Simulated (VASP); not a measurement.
# SiC (R3m) in VASP: further runs

Runs on SiC. Level: LDA. Tasks: single point.

All numbers are computed with VASP 6.6.1; they aren't measurements. Logs are shortened: lines on timing, memory, paths and dates and some standing lists are left out, and cuts for length are marked.

## Step 1: The cell of the first run

Symmetry: R3m, No. 160, trigonal system. Conventional cell: a = 3.874 Å, b = 3.874 Å, c = 4.744 Å, α = 90.00°, β = 90.00°, γ = 120.00°. Within 1.6 Å of Si (site symmetry 3m) lie 1 C at 1.19 Å. Within 1.6 Å of C (site symmetry 3m) lie 1 Si at 1.19 Å.

## Step 2: Single point, LDA

Contents of INCAR:

```
  ALGO = Normal
  EDIFF = 1E-7
  ENCUT = 520
  ISIF = 2
  ISMEAR = 0
  LASPH = T
  LCHARG = T
  LELF = T
  LREAL = F
  LVHAR = T
  LWAVE = F
  NBANDS = 11
  NELM = 100
  PREC = Accurate
  SIGMA = 0.05
```

Contents of KPOINTS:

```
k-points
0
Gamma
  12 12 12
```

Contents of POSCAR:

```
SiC
1.0
   -0.9130227875      1.8260455750      1.8260455750
    1.8260455750     -0.9130227875      1.8260455750
    1.8260455750      1.8260455750     -0.9130227875
Si C
1 1
Direct
    0.0000000000      0.0000000000      0.0000000000
    0.7500000000      0.7500000000      0.7500000000
```

Potentials or basis: VASP PAW LDA potentials, release 64 (Si, C).

Launch:

```
$ cat potpaw_LDA.64/Si/POTCAR potpaw_LDA.64/C/POTCAR > POTCAR
$ mpirun -np 1 vasp_std > vasp.out
```

OUTCAR:

```text
EDIFF = 1E-7
   ENCUT = 520
   ISIF = 2
   ISMEAR = 0
   LASPH = T
   LREAL = F
   NELM = 100
   PREC = Accurate

 ion  position               nearest neighbor table
   1  0.000  0.000  0.000-   2 1.19   2 2.27   2 2.27   2 2.27
   2  0.750  0.750  0.750-   1 1.19   1 2.27   1 2.27   1 2.27

 -----------------------------------------------------------------------------
|                                                                             |
|           W    W    AA    RRRRR   N    N  II  N    N   GGGG   !!!           |
|           W    W   A  A   R    R  NN   N  II  NN   N  G    G  !!!           |
|           W    W  A    A  R    R  N N  N  II  N N  N  G       !!!           |
|           W WW W  AAAAAA  RRRRR   N  N N  II  N  N N  G  GGG   !            |
|           WW  WW  A    A  R   R   N   NN  II  N   NN  G    G                |
|           W    W  A    A  R    R  N    N  II  N    N   GGGG   !!!           |
|                                                                             |
|     The distance between some ions is very small. Please check the          |
|     nearest-neighbor list in the OUTCAR file.                               |
|     I HOPE YOU KNOW WHAT YOU ARE DOING!                                     |
|                                                                             |
 -----------------------------------------------------------------------------

  LATTYP: Found a simple cubic cell.
 ALAT       =     2.7390683625

  Lattice vectors:

 A1 = (  -0.9130227875,   1.8260455750,   1.8260455750)
 A2 = (   1.8260455750,  -0.9130227875,   1.8260455750)
 A3 = (   1.8260455750,   1.8260455750,  -0.9130227875)

Analysis of symmetry for initial positions (statically):
=====================================================================
 Subroutine PRICEL returns:
 Original cell was already a primitive cell.

 Routine SETGRP: Setting up the symmetry group for a
 simple cubic supercell.

 Subroutine GETGRP returns: Found  6 space group operations
 (whereof  6 operations were pure point group operations)
 out of a pool of 48 trial point group operations.

The static configuration has the point symmetry C_3v.

Analysis of symmetry for dynamics (positions and initial velocities):
=====================================================================
 Subroutine PRICEL returns:
 Original cell was already a primitive cell.

 Routine SETGRP: Setting up the symmetry group for a
 simple cubic supercell.

 Subroutine GETGRP returns: Found  6 space group operations
 (whereof  6 operations were pure point group operations)
 out of a pool of 48 trial point group operations.

The dynamic configuration has the point symmetry C_3v.

 Subroutine INISYM returns: Found  6 space group operations
 (whereof  6 operations are pure point group operations),
 and found     1 'primitive' translations
[... 111 lines left out ...]
   EFERMI_NEDOS =   21; number of points for ismear=-14 and -15
   IALGO  =     38    algorithm
   IMIX   =      4    mixing-type and parameters
     AMIX     =   0.40;   BMIX     =  1.00
     AMIX_MAG =   1.60;   BMIX_MAG =  1.00
  volume/ion in A,a.u.               =      10.27        69.34
  Fermi-wavevector in a.u.,A,eV,Ry     =   1.195369  2.258920 19.441458  1.428907
  Thomas-Fermi vector in A             =   2.331336
   LORBIT       =      0    0 simple, 1 ext, 2 COOP (PROOUT), +10 PAW based schemes
   GGA     = CA    functional components
   LHFCALC =     F    Hartree Fock is set to
   AEXX    =    0.0000 exact exchange contribution
   IVDW    =     0    specifies the selected vdW correction
   LEPSILON=     F    determine dielectric tensor
   LRPA    =     F    only Hartree local field effects (RPA)
 non-spin polarized calculation
 Gauss-broadening in eV      SIGMA  =   0.05
  energy-cutoff  :      520.00
  volume of cell :       20.55
 maximum number of plane-waves:       568
   NGX = 11   NGY = 11   NGZ = 11

 number of electron       8.0000002 magnetization

 Free energy of the ion-electron system (eV)
  ---------------------------------------------------
  ext. energy  EPLUGINS =         0.00000000
  ---------------------------------------------------
  free energy    TOTEN  =        -1.07526817 eV

  energy without entropy =       -1.07401372  energy(sigma->0) =       -1.07464094

 E-fermi :   8.4499     XC(G=0): -11.4753

 val. band max:        8.4385714529   @ k =   0.3333   0.2500  -0.0000
 cond. band min:       8.4557628589   @ k =   0.5000   0.0833   0.0000
 fundamental gap:      0.0171914060
 Fermi energy:         8.4499361241

 k-point     1 :       0.0000    0.0000    0.0000
  band No.  band energies     occupation
      1      -7.5833      2.00000
      2       6.6872      2.00000
      3       6.7682      2.00000
      4       6.7682      2.00000
      5       9.7967      0.00000
      6      13.1085      0.00000
      7      13.1085      0.00000
      8      24.1392      0.00000
      9      24.1392      0.00000
     10      25.0666      0.00000
     11      27.2621      0.00000
[... 309 lines left out ...]
 k-point    24 :      -0.1667    0.3333    0.0000
  band No.  band energies     occupation
      1      -5.6287      2.00000
      2       1.1163      2.00000
      3       5.4328      2.00000
      4       8.4032      1.81415
      5      10.9006      0.00000
      6      14.2612      0.00000
      7      16.7025      0.00000
      8      19.2246      0.00000
      9      22.0624      0.00000
     10      22.9330      0.00000
     11      26.0445      0.00000

 [... further k-points ...]

------------------------ aborting loop because EDIFF is reached ----------------------------------------

  FORCE on cell =-STRESS in cart. coord.  units (eV):
  Direction    XX          YY          ZZ          XY          YZ          ZX
  --------------------------------------------------------------------------------------
  -------------------------------------------------------------------------------------
  Total       22.8977093     22.8977093     22.8977093     26.0475560     26.0475560     26.0475560
  in kB     1785.2292918   1785.2292918   1785.2292918   2030.8083885   2030.8083885   2030.8083885
  external PRESSURE =    1785.2292918 kB  Pullay stress =       0.0000000 kB

 VOLUME and BASIS-vectors are now :
 -----------------------------------------------------------------------------
  energy-cutoff  :      520.00
  volume of cell :       20.55
      direct lattice vectors                 reciprocal lattice vectors
    -0.913022787  1.826045575  1.826045575    -0.121695879  0.243391759  0.243391759
     1.826045575 -0.913022787  1.826045575     0.243391759 -0.121695879  0.243391759
     1.826045575  1.826045575 -0.913022787     0.243391759  0.243391759 -0.121695879

 POSITION                                       TOTAL-FORCE (eV/Angst)
 -----------------------------------------------------------------------------------
      0.00000      0.00000      0.00000        35.271585     35.271585     35.271585
      2.05430      2.05430      2.05430       -35.271585    -35.271585    -35.271585
 -----------------------------------------------------------------------------------
    total drift:                                0.000020      0.000020      0.000020

  FREE ENERGIE OF THE ION-ELECTRON SYSTEM (eV)
  ---------------------------------------------------
  free  energy   TOTEN  =        -1.0752681722 eV

  energy  without entropy=       -1.0740137174  energy(sigma->0) =       -1.07464094
```

stdout:

```text
POSCAR found type information on POSCAR SiC
 POSCAR found :  2 types and       2 ions
 scaLAPACK will be used
 LDA part: xc-table for (Slater(with rela. corr.)+CA(PZ))
 , standard interpolation
 -----------------------------------------------------------------------------
|                                                                             |
|           W    W    AA    RRRRR   N    N  II  N    N   GGGG   !!!           |
|           W    W   A  A   R    R  NN   N  II  NN   N  G    G  !!!           |
|           W    W  A    A  R    R  N N  N  II  N N  N  G       !!!           |
|           W WW W  AAAAAA  RRRRR   N  N N  II  N  N N  G  GGG   !            |
|           WW  WW  A    A  R   R   N   NN  II  N   NN  G    G                |
|           W    W  A    A  R    R  N    N  II  N    N   GGGG   !!!           |
|                                                                             |
|     The distance between some ions is very small. Please check the          |
|     nearest-neighbor list in the OUTCAR file.                               |
|     I HOPE YOU KNOW WHAT YOU ARE DOING!                                     |
|                                                                             |
 -----------------------------------------------------------------------------

 POSCAR, INCAR and KPOINTS ok, starting setup
 FFT: planning ... GRIDC
 FFT: planning ... GRID_SOFT
 FFT: planning ... GRID
 WAVECAR not read
 entering main loop
```

Wall time 36 s (1 thread of AMD EPYC 7R13, shared host); peak memory 0.11 GiB.

What came out:

| Item | Value |
| --- | --- |
| Free energy | -1.0753 eV |
| Pressure | 178.5 GPa |
| Largest force | 61.092 eV/Å |
| Band gap on the k mesh | zero (band 4 reaches 8.67 eV, above the bottom of band 5 at 7.67 eV) |

Forces in eV/Å, atoms in the order of the input:
```
Si   35.272  35.272  35.272
C   -35.272 -35.272 -35.272
```

Caveat: forces of over 1 eV/Å act on the atoms, so gaps and moduli don't describe the material at rest.

## Step 3: Single point, LDA

This run uses another cell than the first one, of the same volume but with other edges.

Contents of INCAR:

```
PREC = Accurate
ENCUT = 520
EDIFF = 1E-6
ISMEAR = 0
SIGMA = 0.05
LREAL = False
LASPH = True
NELM = 60
ALGO = Normal
ISIF = 2
LWAVE = False
LCHARG = True
LELF = True
LVHAR = True
NBANDS = 11
```

Contents of KPOINTS:

```
regular mesh
0
Gamma
  12 12 12
```

Contents of POSCAR:

```
SiC
1.0
    1.1503366290      2.8758415725      2.8758415725
    2.8758415725      1.1503366290      2.8758415725
    2.8758415725      2.8758415725      1.1503366290
Si C
1 1
Direct
    0.0000000000      0.0000000000      0.0000000000
    0.7500000000      0.7500000000      0.7500000000
```

Potentials or basis: VASP PAW LDA potentials, release 64 (Si, C).

Launch:

```
$ cat potpaw_LDA.64/Si/POTCAR potpaw_LDA.64/C/POTCAR > POTCAR
$ mpirun -np 1 vasp_std > vasp.out
```

OUTCAR:

```text
PREC = Accurate
   ENCUT = 520
   EDIFF = 1E-6
   ISMEAR = 0
   LREAL = False
   LASPH = True
   NELM = 60
   ISIF = 2

 ion  position               nearest neighbor table
   1  0.000  0.000  0.000-   2 1.73   2 1.73   2 1.73
   2  0.750  0.750  0.750-   1 1.73   1 1.73   1 1.73

  LATTYP: Found a trigonal (rhomboedric) cell.
 ALAT       =     4.2266066602
 COS(alpha) =     0.8333333333

  Lattice vectors:

 A1 = (   1.1503366290,   2.8758415725,   2.8758415725)
 A2 = (   2.8758415725,   1.1503366290,   2.8758415725)
 A3 = (   2.8758415725,   2.8758415725,   1.1503366290)
[... 512 lines left out ...]
      7      15.4623      0.00000
      8      18.2873      0.00000
      9      21.8905      0.00000
     10      25.6671      0.00000
     11      28.2822      0.00000

 [... further k-points ...]
[... 5 lines left out ...]
  --------------------------------------------------------------------------------------
  -------------------------------------------------------------------------------------
  Total        8.5380576      8.5380576      8.5380576     -4.0444398     -4.0444398     -4.0444398
  in kB      665.6731603    665.6731603    665.6731603   -315.3264071   -315.3264071   -315.3264071
  external PRESSURE =     665.6731603 kB  Pullay stress =       0.0000000 kB

 VOLUME and BASIS-vectors are now :
 -----------------------------------------------------------------------------
  energy-cutoff  :      520.00
  volume of cell :       20.55
      direct lattice vectors                 reciprocal lattice vectors
     1.150336629  2.875841573  2.875841573    -0.338065292  0.241475209  0.241475209
     2.875841573  1.150336629  2.875841573     0.241475209 -0.338065292  0.241475209
     2.875841573  2.875841573  1.150336629     0.241475209  0.241475209 -0.338065292

 POSITION                                       TOTAL-FORCE (eV/Angst)
 -----------------------------------------------------------------------------------
      0.00000      0.00000      0.00000        -2.124183     -2.124183     -2.124183
      5.17651      5.17651      5.17651         2.124183      2.124183      2.124183
 -----------------------------------------------------------------------------------
    total drift:                               -0.000357     -0.000357     -0.000357

  FREE ENERGIE OF THE ION-ELECTRON SYSTEM (eV)
  ---------------------------------------------------
  free  energy   TOTEN  =       -10.9061635527 eV

  energy  without entropy=      -10.9046073085  energy(sigma->0) =      -10.90538543
```

OSZICAR:

```text
N       E                     dE             d eps       ncg     rms          rms(c)
DAV:   1     0.818152503792E+01    0.81815E+01   -0.40538E+03  4302   0.616E+02
DAV:   2    -0.129233223692E+02   -0.21105E+02   -0.19722E+02  5192   0.113E+02
DAV:   3    -0.136289627133E+02   -0.70564E+00   -0.69870E+00  5355   0.175E+01
DAV:   4    -0.136326579392E+02   -0.36952E-02   -0.36943E-02  5063   0.159E+00
DAV:   5    -0.136326817582E+02   -0.23819E-04   -0.23818E-04  5596   0.114E-01    0.113E+01
DAV:   6    -0.111349927119E+02    0.24977E+01   -0.17268E+01  4923   0.146E+01    0.489E+00
DAV:   7    -0.109240881747E+02    0.21090E+00   -0.14111E+00  4743   0.544E+00    0.301E+00
DAV:   8    -0.109093215181E+02    0.14767E-01   -0.11800E-01  5122   0.202E+00    0.925E-01
DAV:   9    -0.109063752266E+02    0.29463E-02   -0.14962E-02  4611   0.693E-01    0.382E-01
DAV:  10    -0.109061681620E+02    0.20706E-03   -0.46870E-04  4945   0.157E-01    0.711E-02
DAV:  11    -0.109061673856E+02    0.77638E-06   -0.32791E-05  4992   0.335E-02    0.301E-02
DAV:  12    -0.109061638516E+02    0.35340E-05   -0.10491E-05  4878   0.173E-02    0.439E-03
DAV:  13    -0.109061635527E+02    0.29890E-06   -0.13047E-06  3141   0.615E-03
   1 F= -.10906164E+02 E0= -.10905385E+02  d E =-.155624E-02
```

stdout:

```text
POSCAR found type information on POSCAR SiC
 POSCAR found :  2 types and       2 ions
 scaLAPACK will be used
 LDA part: xc-table for (Slater(with rela. corr.)+CA(PZ))
 , standard interpolation
 POSCAR, INCAR and KPOINTS ok, starting setup
 FFT: planning ... GRIDC
 FFT: planning ... GRID_SOFT
 FFT: planning ... GRID
 WAVECAR not read
 entering main loop
```

Wall time 92 s (1 thread of AMD EPYC 7R13, shared host); peak memory 0.14 GiB.

What came out:

```
Free energy            : -10.9062 eV
Pressure               : 66.6 GPa
Largest force          : 3.679 eV/Å
Band gap on the k mesh : zero (band 4 reaches 10.71 eV, above the bottom of band 5 at 7.26 eV)
```

Forces on the atoms (eV/Å):
```
Si  -2.124 -2.124 -2.124
C    2.124  2.124  2.124
```

Levels at points of the mesh, in eV from the Fermi level:
| k point | band 1 | band 2 | band 3 | band 4 | band 5 | band 6 | band 7 | band 8 | band 9 |
| --- | --- | --- | --- | --- | --- | --- | --- | --- | --- |
| (0.00, 0.00, 0.00) | -18.17 | -7.22 | -4.07 | 2.33 | 2.33 | 12.89 | 13.70 | 13.70 | 15.75 |
| (0.50, 0.00, 0.00) | -12.44 | -9.70 | -2.18 | -0.48 | -0.30 | 2.54 | 7.83 | 10.43 | 11.42 |
| (0.50, 0.50, 0.00) | -12.37 | -9.56 | -3.14 | -1.02 | -0.54 | 4.46 | 7.90 | 11.92 | 12.21 |
| (0.50, 0.50, 0.50) | -17.93 | -9.66 | 1.02 | 2.31 | 2.31 | 7.54 | 13.59 | 13.59 | 15.37 |

Caveat: forces of over 1 eV/Å act on the atoms, so gaps and moduli don't describe the material at rest.

## Step 4: Single point, LDA

This run uses another cell than the first one, of the same volume but with other edges.

Contents of INCAR:

```
SYSTEM = SiC
ALGO     = Normal         ! electronic algorithm
EDIFF    = 1E-7           ! SCF threshold, eV
ENCUT    = 520            ! plane-wave cutoff, eV
ISIF     = 2              ! what is computed and relaxed
ISMEAR   = 0              ! smearing method
LASPH    = .TRUE.         ! aspherical terms in the spheres
LCHARG   = .FALSE.        ! write CHGCAR
LREAL    = .FALSE.        ! projectors in reciprocal space
LWAVE    = .FALSE.        ! write WAVECAR
NBANDS   = 11             ! bands
NELM     = 60             ! most SCF steps
PREC     = Accurate       ! precision mode
SIGMA    = 0.05           ! smearing width, eV
```

Contents of KPOINTS:

```
k-points
0
G
  12 12 12
  0 0 0
```

Contents of POSCAR:

```
SiC
1.0
   -0.4711365843      1.9657767828      1.9657767828
    1.9657767828     -0.4711365843      1.9657767828
    1.9657767828      1.9657767828     -0.4711365843
Si C
1 1
Direct
    0.0000000000      0.0000000000      0.0000000000
    0.7500000000      0.7500000000      0.7500000000
```

Launch:

```
$ cat potpaw_LDA.64/Si/POTCAR potpaw_LDA.64/C/POTCAR > POTCAR
$ mpirun -np 1 vasp_std > vasp.out
```

Wall time 52 s (1 thread of AMD EPYC 7R13, shared host); peak memory 0.12 GiB.

The run converged. Its results:

```
Free energy            : -13.3472 eV
Pressure               : 40.8 GPa
Largest force          : 12.328 eV/Å
Band gap on the k mesh : 0.09 eV, indirect (least direct gap 0.97 eV)
```

Forces in eV/Å, atoms in the order of the input:
```
Si   7.117  7.117  7.117
C   -7.117 -7.117 -7.117
```

Stress tensor (GPa, compression positive):
```
40.79 81.19 81.19
81.19 40.79 81.19
81.19 81.19 40.79
```

Levels at points of the mesh, in eV from the valence-band top:
```tsv
k point	band 1	band 2	band 3	band 4	band 5	band 6	band 7	band 8
(0.00, 0.00, 0.00)	-15.67	-0.56	-0.56	-0.28	3.28	5.18	5.18	14.99
(0.50, 0.00, 0.00)	-12.81	-8.92	-0.40	-0.24	5.54	6.33	8.24	13.12
(0.50, 0.50, 0.00)	-10.80	-7.47	-5.13	-0.89	0.09	6.50	10.56	12.02
(0.50, 0.50, 0.50)	-9.96	-6.72	-3.14	-3.14	1.40	4.37	4.37	7.50
```

Caveat: forces of over 1 eV/Å act on the atoms, so gaps and moduli don't describe the material at rest.

## Step 5: Summary

```tsv
cell	gap on the mesh (eV)	pressure (GPa)	largest force (eV/Å)
a = 2.739 Å, 2 atoms	none	178.5	61.09
a = 4.227 Å, angles 33.6°, 2 atoms	none	66.6	3.68
a = 2.820 Å, angles 75.3°, 2 atoms	0.09	40.8	12.33
```

Alike in all rows: task single point; level LDA; potentials or basis VASP PAW LDA potentials, release 64 (Si, C); no spin polarisation; k mesh 12 × 12 × 12; cutoff (eV) 520; smearing gaussian 0.05 eV.

Caveats: forces of over 1 eV/Å act on the atoms, so gaps and moduli don't describe the material at rest.

Total energies depend on the potentials used, so only differences within one code and one set of settings carry meaning.
